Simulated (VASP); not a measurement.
# HfN (P6_3/mmc) in VASP: a series of runs, part 2 of 2

VASP 6.6.1. The steps go on from the part before.

## 3. Single point, PBEsol (biaxial strain in the a-b plane: -4.0 %)

INCAR

```
  PREC = Accurate
  ENCUT = 520
  EDIFF = 1E-7
  ISMEAR = 0
  SIGMA = 0.1
  LREAL = False
  LASPH = True
  NELM = 80
  ALGO = Normal
  ISIF = 2
  LWAVE = False
  LCHARG = False
  GGA = PS
  NBANDS = 23
```

KPOINTS

```
Automatic mesh
0
Gamma
  18 18 10
```

POSCAR

```
HfN
1.0
    3.0025990122      0.0000000000      0.0000000000
   -1.5012995061      2.6003270219      0.0000000000
    0.0000000000      0.0000000000      5.5203183912
Hf N
2 2
Direct
    0.6666666667      0.3333333333      0.7500000000
    0.3333333333      0.6666666667      0.2500000000
    0.0000000000      0.0000000000      0.0000000000
    0.0000000000      0.0000000000      0.5000000000
```

Potentials or basis: VASP PAW PBE potentials, release 64 (Hf_pv, N).

The run is started by

```
> cat potpaw_PBE.64/Hf_pv/POTCAR potpaw_PBE.64/N/POTCAR > POTCAR
> mpirun -np 1 vasp_std > vasp.out
```

OUTCAR:

```text
PREC = Accurate
   ENCUT = 520
   EDIFF = 1E-7
   ISMEAR = 0
   LREAL = False
   LASPH = True
   NELM = 80
   ISIF = 2
   GGA = PS

 ion  position               nearest neighbor table
   1  0.667  0.333  0.750-   3 2.22   4 2.22   3 2.22   4 2.22   3 2.22   4 2.22   2 3.26   2 3.26
                             2 3.26   2 3.26   2 3.26   2 3.26
   2  0.333  0.667  0.250-   3 2.22   4 2.22   3 2.22   4 2.22   3 2.22   4 2.22   1 3.26   1 3.26
                             1 3.26   1 3.26   1 3.26   1 3.26
   3  0.000  0.000  0.000-   1 2.22   2 2.22   2 2.22   1 2.22   1 2.22   2 2.22
   4  0.000  0.000  0.500-   1 2.22   2 2.22   2 2.22   1 2.22   1 2.22   2 2.22

  LATTYP: Found a hexagonal cell.
 ALAT       =     3.0025990122
 C/A-ratio  =     1.8385133575

  Lattice vectors:

 A1 = (   3.0025990122,   0.0000000000,   0.0000000000)
 A2 = (  -1.5012995061,   2.6003270219,   0.0000000000)
 A3 = (   0.0000000000,   0.0000000000,   5.5203183912)

Analysis of symmetry for initial positions (statically):
=====================================================================
 Subroutine PRICEL returns:
 Original cell was already a primitive cell.

 Routine SETGRP: Setting up the symmetry group for a
 hexagonal supercell.

 Subroutine GETGRP returns: Found 24 space group operations
 (whereof 12 operations were pure point group operations)
 out of a pool of 24 trial point group operations.

The static configuration has the point symmetry D_3d.
 The point group associated with its full space group is D_6h.

Analysis of symmetry for dynamics (positions and initial velocities):
=====================================================================
 Subroutine PRICEL returns:
 Original cell was already a primitive cell.

 Routine SETGRP: Setting up the symmetry group for a
 hexagonal supercell.

 Subroutine GETGRP returns: Found 24 space group operations
 (whereof 12 operations were pure point group operations)
[... 125 lines left out ...]
   IMIX   =      4    mixing-type and parameters
     AMIX     =   0.40;   BMIX     =  1.00
     AMIX_MAG =   1.60;   BMIX_MAG =  1.00
  volume/ion in A,a.u.               =      10.78        72.72
  Fermi-wavevector in a.u.,A,eV,Ry     =   1.450837  2.741685 28.639304  2.104929
  Thomas-Fermi vector in A             =   2.568404
   LORBIT       =      0    0 simple, 1 ext, 2 COOP (PROOUT), +10 PAW based schemes
   GGA     = PS    functional components
   LHFCALC =     F    Hartree Fock is set to
   AEXX    =    0.0000 exact exchange contribution
   IVDW    =     0    specifies the selected vdW correction
   LEPSILON=     F    determine dielectric tensor
   LRPA    =     F    only Hartree local field effects (RPA)
 non-spin polarized calculation
 Gauss-broadening in eV      SIGMA  =   0.10
  energy-cutoff  :      520.00
  volume of cell :       43.10
 maximum number of plane-waves:      1185
 NGX is ok and might be reduce to    24
   NGX = 11   NGY = 11   NGZ = 21

 number of electron      29.9999995 magnetization

 Free energy of the ion-electron system (eV)
  ---------------------------------------------------
  ext. energy  EPLUGINS =         0.00000000
  ---------------------------------------------------
  free energy    TOTEN  =       -45.59776625 eV

  energy without entropy =      -45.59236122  energy(sigma->0) =      -45.59506373

 E-fermi :   8.2254     XC(G=0): -13.2573

 val. band max:        8.2181716005   @ k =   0.0000   0.0000   0.2000
 cond. band min:       8.2291692444   @ k =   0.4444   0.1111   0.5000
 fundamental gap:      0.0109976439
 Fermi energy:         8.2254436477

 k-point     1 :       0.0000    0.0000    0.0000
  band No.  band energies     occupation
      1     -23.2204      2.00000
      2     -22.2292      2.00000
      3     -21.9826      2.00000
      4     -21.9826      2.00000
      5     -21.9335      2.00000
      6     -21.9335      2.00000
[... 613 lines left out ...]
     22      15.6461      0.00000
     23      16.4295      0.00000

 [... further k-points ...]

------------------------ aborting loop because EDIFF is reached ----------------------------------------

  FORCE on cell =-STRESS in cart. coord.  units (eV):
  Direction    XX          YY          ZZ          XY          YZ          ZX
  --------------------------------------------------------------------------------------
  -------------------------------------------------------------------------------------
  Total        6.8903799      6.8903799     -0.9104631      0.0000000      0.0000000      0.0000000
  in kB      256.1322798    256.1322798    -33.8441424      0.0000000      0.0000000      0.0000000
  external PRESSURE =     159.4734724 kB  Pullay stress =       0.0000000 kB

 VOLUME and BASIS-vectors are now :
 -----------------------------------------------------------------------------
  energy-cutoff  :      520.00
  volume of cell :       43.10
      direct lattice vectors                 reciprocal lattice vectors
     3.002599012  0.000000000  0.000000000     0.333044804  0.192283507  0.000000000
    -1.501299506  2.600327022  0.000000000     0.000000000  0.384567015  0.000000000
     0.000000000  0.000000000  5.520318391     0.000000000  0.000000000  0.181148972

 POSITION                                       TOTAL-FORCE (eV/Angst)
 -----------------------------------------------------------------------------------
      1.50130      0.86678      4.14024        -0.000000      0.000000     -0.000000
     -0.00000      1.73355      1.38008        -0.000000     -0.000000     -0.000000
      0.00000      0.00000      0.00000         0.000000      0.000000      0.000000
      0.00000      0.00000      2.76016         0.000000      0.000000      0.000000
 -----------------------------------------------------------------------------------
    total drift:                               -0.000000      0.000000     -0.000000

  FREE ENERGIE OF THE ION-ELECTRON SYSTEM (eV)
  ---------------------------------------------------
  free  energy   TOTEN  =       -45.5977662450 eV

  energy  without entropy=      -45.5923612185  energy(sigma->0) =      -45.59506373
```

OSZICAR:

```text
N       E                     dE             d eps       ncg     rms          rms(c)
DAV:   1     0.109774202959E+03    0.10977E+03   -0.16678E+04 10212   0.132E+03
DAV:   2    -0.450685146554E+02   -0.15484E+03   -0.14686E+03 13393   0.317E+02
DAV:   3    -0.509862254232E+02   -0.59177E+01   -0.58698E+01 13254   0.496E+01
DAV:   4    -0.510315370563E+02   -0.45312E-01   -0.45278E-01 11583   0.471E+00
DAV:   5    -0.510320644015E+02   -0.52735E-03   -0.52726E-03 13600   0.420E-01    0.846E+01
DAV:   6    -0.457397196637E+02    0.52923E+01   -0.22373E+01 12326   0.255E+01    0.631E+01
DAV:   7    -0.456325712446E+02    0.10715E+00   -0.16964E+00 12000   0.800E+00    0.185E+01
DAV:   8    -0.456029073025E+02    0.29664E-01   -0.10777E-01 13523   0.199E+00    0.264E+00
DAV:   9    -0.455983351593E+02    0.45721E-02   -0.25581E-02 11550   0.964E-01    0.238E+00
DAV:  10    -0.455979139893E+02    0.42117E-03   -0.51352E-03 12645   0.448E-01    0.820E-01
DAV:  11    -0.455977680709E+02    0.14592E-03   -0.74766E-04 12567   0.179E-01    0.148E-01
DAV:  12    -0.455977659944E+02    0.20765E-05   -0.42918E-05 12509   0.450E-02    0.631E-02
DAV:  13    -0.455977662154E+02   -0.22105E-06   -0.16733E-06 12532   0.860E-03    0.494E-03
DAV:  14    -0.455977662450E+02   -0.29641E-07   -0.61690E-08  8399   0.185E-03
   1 F= -.45597766E+02 E0= -.45595064E+02  d E =-.540503E-02
```

Run time: 78 s. Hardware: 1 thread of Intel Xeon 6975P-C (Granite Rapids), shared host; peak memory 0.3 GiB.

What came out:

```
Free energy            : -45.5978 eV
Pressure               : 15.9 GPa
Band gap on the k mesh : zero (bands 15 and 16 overlap by 2.31 eV)
```

Stress tensor (GPa, compression positive):
```
25.61  0.00  0.00
 0.00 25.61  0.00
 0.00  0.00 -3.38
```

Caveat: the cell differs from its parent crystal (biaxial strain in the a-b plane: -4.0 %); the stress differs along the axes, from -3 to 26 GPa; the PAW data sets were made with another functional, which shifts forces and pressure a little; spin-orbit coupling is left out, which moves the levels of the heavy elements.
